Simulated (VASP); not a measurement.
# C (I-4m2) in VASP: a series of runs

Runs on C. Level: PBE. Tasks: single point, relaxation of cell and atoms.

Everything below comes from runs of VASP 6.6.1. Logs are shortened: lines on timing, memory, paths and dates and some standing lists are left out, and cuts for length are marked.

**1. The cell of the first run**

Symmetry: I-4m2, No. 119, tetragonal system. The conventional cell has a = 2.455 Å, b = 2.455 Å, c = 6.075 Å, α = 90.00°, β = 90.00°, γ = 90.00°. C (site symmetry 2mm) has 3 C at 1.46 Å within 1.9 Å. Within 1.9 Å of C (site symmetry -4m2) lie 4 C at 1.46 Å.

**2. Single point, PBE**

INCAR reads:

```
PREC = Accurate
ENCUT = 520
EDIFF = 1E-6
ISMEAR = 0
SIGMA = 0.1
LREAL = F
LASPH = T
NELM = 60
ALGO = Normal
ISIF = 2
LWAVE = F
LCHARG = T
GGA = PE
LELF = T
LVHAR = T
NBANDS = 13
```

KPOINTS reads:

```
Automatic mesh
0
Gamma
  10 10 10
```

POSCAR reads:

```
C
1.0
   -1.2274146200      1.2274146200      3.0374496700
    1.2274146200     -1.2274146200      3.0374496700
    1.2274146200      1.2274146200     -3.0374496700
C
3
Direct
    0.3798992300      0.3798992300      0.0000000000
    0.7500000000      0.2500000000      0.5000000000
    0.6201007700      0.6201007700      0.0000000000
```

Potentials or basis: VASP PAW PBE potentials, release 64 (C).

Run with:

```console
$ cat potpaw_PBE.64/C/POTCAR > POTCAR
$ mpirun -np 1 vasp_std > vasp.out
```

OUTCAR:

```text
PREC = Accurate
   ENCUT = 520
   EDIFF = 1E-6
   ISMEAR = 0
   LREAL = F
   LASPH = T
   NELM = 60
   ISIF = 2
   GGA = PE

 ion  position               nearest neighbor table
   1  0.380  0.380  0.000-   2 1.46   2 1.46   3 1.46
   2  0.750  0.250  0.500-   1 1.46   3 1.46   1 1.46   3 1.46
   3  0.620  0.620  0.000-   2 1.46   2 1.46   1 1.46

  LATTYP: Found a body centered tetragonal cell.
 ALAT       =     2.4548292400
 C/A-ratio  =     2.4746728779

  Lattice vectors:

 A1 = (  -1.2274146200,   1.2274146200,   3.0374496700)
 A2 = (   1.2274146200,  -1.2274146200,   3.0374496700)
 A3 = (   1.2274146200,   1.2274146200,  -3.0374496700)

Analysis of symmetry for initial positions (statically):
=====================================================================
 Subroutine PRICEL returns:
 Original cell was already a primitive cell.

 Routine SETGRP: Setting up the symmetry group for a
 body centered tetragonal supercell.

 Subroutine GETGRP returns: Found  8 space group operations
 (whereof  8 operations were pure point group operations)
 out of a pool of 16 trial point group operations.

The static configuration has the point symmetry D_2d.

Analysis of symmetry for dynamics (positions and initial velocities):
=====================================================================
 Subroutine PRICEL returns:
 Original cell was already a primitive cell.

 Routine SETGRP: Setting up the symmetry group for a
 body centered tetragonal supercell.

 Subroutine GETGRP returns: Found  8 space group operations
 (whereof  8 operations were pure point group operations)
 out of a pool of 16 trial point group operations.

The dynamic configuration has the point symmetry D_2d.

 Subroutine INISYM returns: Found  8 space group operations
 (whereof  8 operations are pure point group operations),
 and found     1 'primitive' translations

----------------------------------------------------------------------------------------

                                     Primitive cell

  volume of cell :      18.3042

  direct lattice vectors                    reciprocal lattice vectors
    -1.227414620  1.227414620  3.037449670     0.000000000  0.407360310  0.164611781
     1.227414620 -1.227414620  3.037449670     0.407360310  0.000000000  0.164611781
     1.227414620  1.227414620 -3.037449670     0.407360310  0.407360310  0.000000000

  length of vectors
     3.498455916  3.498455916  3.498455916     0.439362562  0.439362562  0.576094475

  position of ions in fractional coordinates (direct lattice)
     0.379899230  0.379899230  0.000000000
     0.750000000  0.250000000  0.500000000
     0.620100770  0.620100770  0.000000000

  ion indices of the primitive-cell ions
   primitive index   ion index
                 1           1
                 2           2
                 3           3

----------------------------------------------------------------------------------------

 KPOINTS: Automatic mesh

Automatic generation of k-mesh.
 Grid dimensions read from file:
 generate k-points for:   10   10   10

 Generating k-lattice:

  Cartesian coordinates                     Fractional coordinates (reciprocal lattice)
     0.000000000  0.040736031  0.016461178     0.100000000  0.000000000  0.000000000
     0.040736031  0.000000000  0.016461178     0.000000000  0.100000000  0.000000000
     0.040736031  0.040736031  0.000000000     0.000000000  0.000000000  0.100000000

  Length of vectors
     0.043936256  0.043936256  0.057609448

  Shift w.r.t. Gamma in fractional coordinates (k-lattice)
     0.000000000  0.000000000  0.000000000

 Subroutine IBZKPT returns following result:
 ===========================================

 Found    102 irreducible k-points:

 Following reciprocal coordinates:
            Coordinates               Weight
  0.000000  0.000000  0.000000      1.000000
  0.100000 -0.000000  0.000000      8.000000
  0.200000 -0.000000  0.000000      8.000000
  0.300000  0.000000  0.000000      8.000000
  0.400000  0.000000 -0.000000      8.000000
  0.500000 -0.000000  0.000000      4.000000
[... 16 lines left out ...]
  0.300000  0.300000 -0.000000      8.000000
  0.400000  0.300000  0.000000     16.000000
 [... further k-points ...]
   k-points           NKPTS =    102   k-points in BZ     NKDIM =    102   number of bands    NBANDS=     13
   number of dos      NEDOS =    301   number of ions     NIONS =      3
   total plane-waves  NPLWV =  21952
   dimension x,y,z NGX =    28 NGY =   28 NGZ =   28
   dimension x,y,z NGXF=    56 NGYF=   56 NGZF=   56
   ions per type =               3
   NGX,Y,Z   is equivalent  to a cutoff of  13.31, 13.31, 13.31 a.u.
   NGXF,Y,Z  is equivalent  to a cutoff of  26.61, 26.61, 26.61 a.u.
 SYSTEM =  unknown system
   PREC   = accura    normal or accurate (medium, high low for compatibility)
   ISTART =      0    job   : 0-new  1-cont  2-samecut
   ICHARG =      2    charge: 1-file 2-atom 10-const
   ISPIN  =      1    spin polarized calculation?
   LNONCOLLINEAR =      F non collinear calculations
   LSORBIT =      F    spin-orbit coupling
   LASPH  =      T    aspherical Exc in radial PAW
   ENCUT  =  520.0 eV  38.22 Ry    6.18 a.u.   6.50  6.50  6.50*2*pi/ulx,y,z
   NELM   =     60;   NELMIN=  2; NELMDL= -5     # of ELM steps
   EDIFF  = 0.1E-05   stopping-criterion for ELM
   LREAL  =      F    real-space projection
   EDIFFG = 0.1E-04   stopping-criterion for IOM
   NSW    =      0    number of steps for IOM
   IBRION =     -1    ionic relax: 0-MD 1-quasi-New 2-CG
   NFREE  =      0    steps in history (QN), initial steepest desc. (CG)
   ISIF   =      2    stress and relaxation
   ISYM   =      2    0-nonsym 1-usesym 2-fastsym
   POTIM  = 0.5000    time-step for ionic-motion
   TEBEG  =    0.0;   TEEND  =   0.0 temperature during run
   PSTRESS=    0.0 pullay stress
   NELECT =      12.0000    total number of electrons
   NUPDOWN=      -1.0000    fix difference up-down
   EMIN   =  10.00;   EMAX   =-10.00  energy-range for DOS
   EFERMI =   0.00;   METHOD = LEGACY
   ISMEAR =     0;   SIGMA  =   0.10  broadening in eV -4-tet -1-fermi 0-gaus
   EFERMI_NEDOS =   21; number of points for ismear=-14 and -15
   IALGO  =     38    algorithm
   IMIX   =      4    mixing-type and parameters
     AMIX     =   0.40;   BMIX     =  1.00
     AMIX_MAG =   1.60;   BMIX_MAG =  1.00
  volume/ion in A,a.u.               =       6.10        41.17
  Fermi-wavevector in a.u.,A,eV,Ry     =   1.422169  2.687511 27.518682  2.022566
  Thomas-Fermi vector in A             =   2.542902
   LORBIT       =      0    0 simple, 1 ext, 2 COOP (PROOUT), +10 PAW based schemes
   GGA     = PE    functional components
   LHFCALC =     F    Hartree Fock is set to
   AEXX    =    0.0000 exact exchange contribution
   IVDW    =     0    specifies the selected vdW correction
   LEPSILON=     F    determine dielectric tensor
   LRPA    =     F    only Hartree local field effects (RPA)
 non-spin polarized calculation
 Gauss-broadening in eV      SIGMA  =   0.10
  energy-cutoff  :      520.00
  volume of cell :       18.30
 maximum number of plane-waves:       511
 NGX is ok and might be reduce to    28
   NGX = 13   NGY = 13   NGZ = 13

 number of electron      12.0000000 magnetization

 Free energy of the ion-electron system (eV)
  ---------------------------------------------------
  ext. energy  EPLUGINS =         0.00000000
  ---------------------------------------------------
  free energy    TOTEN  =       -24.62328370 eV

  energy without entropy =      -24.61939351  energy(sigma->0) =      -24.62133860

 E-fermi :   8.9845     XC(G=0): -12.7760

 val. band max:        8.9718046118   @ k =   0.4000   0.4000  -0.0000
 cond. band min:       9.0151799393   @ k =  -0.1000  -0.3000   0.1000
 fundamental gap:      0.0433753275
 Fermi energy:         8.9844873551

 k-point     1 :       0.0000    0.0000    0.0000
  band No.  band energies     occupation
      1     -12.6703      2.00000
      2      -1.2067      2.00000
      3      -0.2794      2.00000
      4       3.8914      2.00000
      5       3.8914      2.00000
      6       9.9695      0.00000
      7       9.9695      0.00000
      8      13.5110      0.00000
      9      17.9832      0.00000
     10      19.8478      0.00000
     11      21.7627      0.00000
     12      25.0264      0.00000
     13      25.0264      0.00000

 k-point     2 :       0.1000   -0.0000    0.0000
  band No.  band energies     occupation
      1     -12.4580      2.00000
      2      -1.7518      2.00000
      3       0.3726      2.00000
      4       2.9956      2.00000
      5       3.9485      2.00000
      6       9.2248      0.00068
      7      10.1447      0.00000
      8      14.1954      0.00000
      9      18.4889      0.00000
     10      20.4541      0.00000
     11      22.2156      0.00000
     12      24.4893      0.00000
     13      25.1078      0.00000

 k-point     3 :       0.2000   -0.0000    0.0000
  band No.  band energies     occupation
      1     -11.8283      2.00000
      2      -2.4556      2.00000
      3       0.5493      2.00000
      4       1.7507      2.00000
      5       4.1100      2.00000
      6       7.9328      2.00000
      7      10.6122      0.00000
      8      15.3152      0.00000
      9      19.6863      0.00000
     10      21.5420      0.00000
     11      22.9060      0.00000
     12      23.2193      0.00000
     13      26.0088      0.00000
[... 305 lines left out ...]
 k-point    23 :       0.3000    0.3000   -0.0000
  band No.  band energies     occupation
      1      -8.6101      2.00000
      2      -4.2341      2.00000
      3      -0.9191      2.00000
      4      -0.3139      2.00000
      5       3.0925      2.00000
      6       7.9410      2.00000
      7       8.9323      1.53979
      8      17.7084      0.00000
      9      19.8639      0.00000
     10      22.2892      0.00000
     11      22.7170      0.00000
     12      23.5180      0.00000
     13      26.1550      0.00000

 k-point    24 :       0.4000    0.3000    0.0000
  band No.  band energies     occupation
      1      -7.3457      2.00000
      2      -4.6857      2.00000
      3      -1.8088      2.00000
      4       0.0178      2.00000
      5       2.6859      2.00000
      6       6.8033      2.00000
      7       8.9118      1.69616
      8      16.9818      0.00000
      9      19.7260      0.00000
     10      21.7119      0.00000
     11      22.8730      0.00000
     12      24.2617      0.00000
     13      27.4315      0.00000

 [... further k-points ...]

------------------------ aborting loop because EDIFF is reached ----------------------------------------

  FORCE on cell =-STRESS in cart. coord.  units (eV):
  Direction    XX          YY          ZZ          XY          YZ          ZX
  --------------------------------------------------------------------------------------
  -------------------------------------------------------------------------------------
  Total        2.2632590      2.2632590      7.7985331      0.0000000      0.0000000      0.0000000
  in kB      198.1039708    198.1039708    682.6087313      0.0000000      0.0000000      0.0000000
  external PRESSURE =     359.6055576 kB  Pullay stress =       0.0000000 kB

 VOLUME and BASIS-vectors are now :
 -----------------------------------------------------------------------------
  energy-cutoff  :      520.00
  volume of cell :       18.30
      direct lattice vectors                 reciprocal lattice vectors
    -1.227414620  1.227414620  3.037449670     0.000000000  0.407360310  0.164611781
     1.227414620 -1.227414620  3.037449670     0.407360310  0.000000000  0.164611781
     1.227414620  1.227414620 -3.037449670     0.407360310  0.407360310  0.000000000

 POSITION                                       TOTAL-FORCE (eV/Angst)
 -----------------------------------------------------------------------------------
      0.00000      0.00000      2.30785        -0.000000     -0.000000      3.616310
      0.00000      1.22741      1.51872        -0.000000     -0.000000      0.000000
      0.00000      0.00000      3.76705         0.000000      0.000000     -3.616310
 -----------------------------------------------------------------------------------
    total drift:                               -0.000000      0.000000      0.000000

  FREE ENERGIE OF THE ION-ELECTRON SYSTEM (eV)
  ---------------------------------------------------
  free  energy   TOTEN  =       -24.6232836967 eV

  energy  without entropy=      -24.6193935072  energy(sigma->0) =      -24.62133860
```

Wall time 15 s (1 thread of Intel Xeon 6975P-C (Granite Rapids), shared host); peak memory 0.15 GiB.

Results:

```
Free energy            : -24.6233 eV
Pressure               : 36.0 GPa
Largest force          : 3.616 eV/Å
Band gap on the k mesh : zero (band 6 reaches 13.92 eV, above the bottom of band 7 at 7.71 eV)
```

Forces in eV/Å, atoms in the order of the input:
```
C    0.000  0.000  3.616
C    0.000  0.000  0.000
C    0.000  0.000 -3.616
```

Stress tensor (GPa, compression positive):
```
19.81  0.00  0.00
 0.00 19.81  0.00
 0.00  0.00 68.26
```

Caveat: the k points lie up to 0.36 Å⁻¹ apart; forces of over 1 eV/Å act on the atoms, so gaps and moduli don't describe the material at rest.

**3. Single point, PBE**

This run uses another cell than the first one, of 6.50 Å³/atom, 1.065 times its volume.

INCAR reads:

```
SYSTEM = C
ALGO = Normal
EDIFF = 1E-7
ENCUT = 520
GGA = PE
ISIF = 2
ISMEAR = 0
LASPH = .True.
LCHARG = .False.
LREAL = .False.
LWAVE = .False.
NBANDS = 13
NELM = 60
PREC = Accurate
SIGMA = 0.1
```

KPOINTS reads:

```
k-points
0
Gamma
  10 10 10
  0 0 0
```

POSCAR reads:

```
C
1.0
   -1.2305698942      1.2305698942      3.2176560328
    1.2305698942     -1.2305698942      3.2176560328
    1.2305698942      1.2305698942     -3.2176560328
C
3
Direct
    0.3876994353      0.3876994353      0.0000000000
    0.7500000000      0.2500000000      0.5000000000
    0.6123005647      0.6123005647      0.0000000000
```

Potentials or basis: VASP PAW PBE potentials, release 64 (C).

Run with:

```console
$ cat potpaw_PBE.64/C/POTCAR > POTCAR
$ mpirun -np 1 vasp_std > vasp.out
```

Run time: 14 s. Hardware: 1 thread of Intel Xeon 6975P-C (Granite Rapids), shared host; peak memory 0.15 GiB.

It converged, with:

```
Free energy            : -25.0367 eV
Pressure               : 0.6 GPa
Largest force          : 0.005 eV/Å
Band gap on the k mesh : zero (band 6 reaches 13.33 eV, above the bottom of band 7 at 6.45 eV)
```

Forces in eV/Å, atoms in the order of the input:
```
C    0.000  0.000 -0.005
C    0.000  0.000  0.000
C    0.000  0.000  0.005
```

Levels at points of the mesh, in eV from the Fermi level:
```csv
k point,band 2,band 3,band 4,band 5,band 6,band 7,band 8,band 9,band 10,band 11
"(0.00, 0.00, 0.00)",-10.48,-9.63,-3.62,-3.62,1.09,1.09,5.78,9.41,10.82,12.71
"(0.50, 0.00, 0.00)",-14.10,-10.29,-7.66,-2.96,-1.46,3.33,7.82,9.84,10.94,12.34
"(0.50, 0.50, 0.00)",-12.58,-10.47,-7.91,-7.53,-4.52,-0.18,6.68,7.43,9.06,16.39
"(0.50, 0.50, 0.50)",-16.62,-4.84,-4.84,-3.26,5.35,5.35,5.99,7.42,10.17,10.17
```

Caveat: the k points lie up to 0.36 Å⁻¹ apart.

**4. Relaxation of cell and atoms, PBE**

INCAR reads:

```
SYSTEM = C
ALGO = Normal ; EDIFF = 1E-6
EDIFFG = -0.04 ; ENCUT = 600
GGA = PE ; IBRION = 2
ISIF = 3 ; ISMEAR = 0
LASPH = .TRUE. ; LCHARG = .FALSE.
LREAL = .FALSE. ; LWAVE = .FALSE.
NELM = 100 ; NSW = 90
PREC = Accurate ; SIGMA = 0.1
```

KPOINTS reads:

```
k-points
0
G
  10 10 10
  0 0 0
```

POSCAR reads:

```
C
1.0
   -1.2274146200      1.2274146200      3.0374496700
    1.2274146200     -1.2274146200      3.0374496700
    1.2274146200      1.2274146200     -3.0374496700
C
3
Direct
    0.3798992300      0.3798992300      0.0000000000
    0.7500000000      0.2500000000      0.5000000000
    0.6201007700      0.6201007700      0.0000000000
```

Run with:

```console
$ cat potpaw_PBE.64/C/POTCAR > POTCAR
$ mpirun -np 1 vasp_std > vasp.out
```

Wall time 84 s (1 thread of Intel Xeon 6975P-C (Granite Rapids), shared host); peak memory 0.16 GiB.

The run converged. Its results:

```
Free energy                            : -25.0385 eV
Relaxed volume                         : 6.50 Å³/atom
Relaxed cell                           : a = 3.661 Å, b = 3.661 Å, c = 3.661 Å, α = 140.71°, β = 140.71°, γ = 56.78°
Space group after relaxing (to 0.05 Å) : I-4m2 (No. 119)
Energy gained by relaxing              : 136.0 meV/atom
Ionic steps                            : 12
Pressure after relaxing                : -0.2 GPa
Largest force after relaxing           : 0.037 eV/Å
Band gap on the k mesh                 : zero (band 6 reaches 13.30 eV, above the bottom of band 7 at 6.44 eV)
```

Forces on the atoms (eV/Å):
```
C    0.000  0.000  0.037
C    0.000  0.000  0.000
C    0.000  0.000 -0.037
```

Stress tensor (GPa, compression positive):
```
 0.14  0.00  0.00
 0.00  0.14  0.00
 0.00  0.00 -0.92
```

Step by step:
| step | energy change (eV) | largest force (eV/Å) | pressure (GPa) | volume (Å³) |
| --- | --- | --- | --- | --- |
| 1 | 0.0000 | 3.6181 | 35.35 | 18.30 |
| 2 | 1.3824 | 12.1063 | -13.04 | 22.06 |
| 3 | -0.3215 | 2.1190 | 8.84 | 19.34 |
| 4 | -0.3261 | 1.7016 | 10.86 | 19.24 |
| 5 | -0.0713 | 0.9731 | -30.08 | 21.19 |
| 6 | -0.4013 | 0.2057 | -5.36 | 19.84 |
| 7 | -0.4017 | 0.2798 | -4.36 | 19.80 |
| 8 | -0.4034 | 0.5184 | 2.64 | 19.38 |
| 9 | -0.4069 | 0.1562 | -0.60 | 19.57 |
| 10 | -0.4078 | 0.0969 | 0.76 | 19.46 |
| 11 | -0.4079 | 0.0273 | 0.37 | 19.49 |
| 12 | -0.4079 | 0.0368 | -0.21 | 19.51 |

Final structure:
```xyz
3
Lattice="-1.2306 1.2306 3.2204 1.2306 -1.2306 3.2204 1.2306 1.2306 -3.2204" Properties=species:S:1:pos:R:3 pbc="T T T"
C     0.0000    0.0000    2.4966
C     0.0000    1.2306    1.6102
C     0.0000    0.0000    3.9441
```

Levels at points of the mesh, in eV from the Fermi level:
```tsv
k point	band 4	band 5	band 6	band 7	band 8	band 9
(0.00, 0.00, 0.00)	-3.61	-3.61	1.09	1.09	5.78	9.40
(0.50, 0.00, 0.00)	-7.66	-2.96	-1.47	3.33	7.79	9.84
(0.50, 0.50, 0.00)	-7.90	-7.52	-4.52	-0.19	6.68	7.40
(0.50, 0.50, 0.50)	-4.84	-3.26	5.34	5.34	5.99	7.41
```

Caveat: the k points lie up to 0.36 Å⁻¹ apart in the final cell.

**5. Overview**

| task | cell | cutoff (eV) | gap on the mesh (eV) | pressure (GPa) | largest force (eV/Å) |
| --- | --- | --- | --- | --- | --- |
| single point | a = 3.498 Å, angles 138.9, 138.9, 59.5°, 3 atoms | 520 | none | 36.0 | 3.62 |
| single point | a = 3.658 Å, angles 140.7, 140.7, 56.8°, 3 atoms | 520 | none | 0.6 | 0.01 |
| relaxation of cell and atoms | relaxed from a = 3.498 Å, angles 138.9, 138.9, 59.5°, 3 atoms | 600 | none | -0.2 | 0.04 |

Alike in all rows: level PBE; potentials or basis VASP PAW PBE potentials, release 64 (C); no spin polarisation; k mesh 10 × 10 × 10; smearing gaussian 0.1 eV.

Caveats: all runs use coarse meshes; forces of over 1 eV/Å act on the atoms, so gaps and moduli don't describe the material at rest (some runs).

Absolute energies hang on the potentials; compare differences alone.
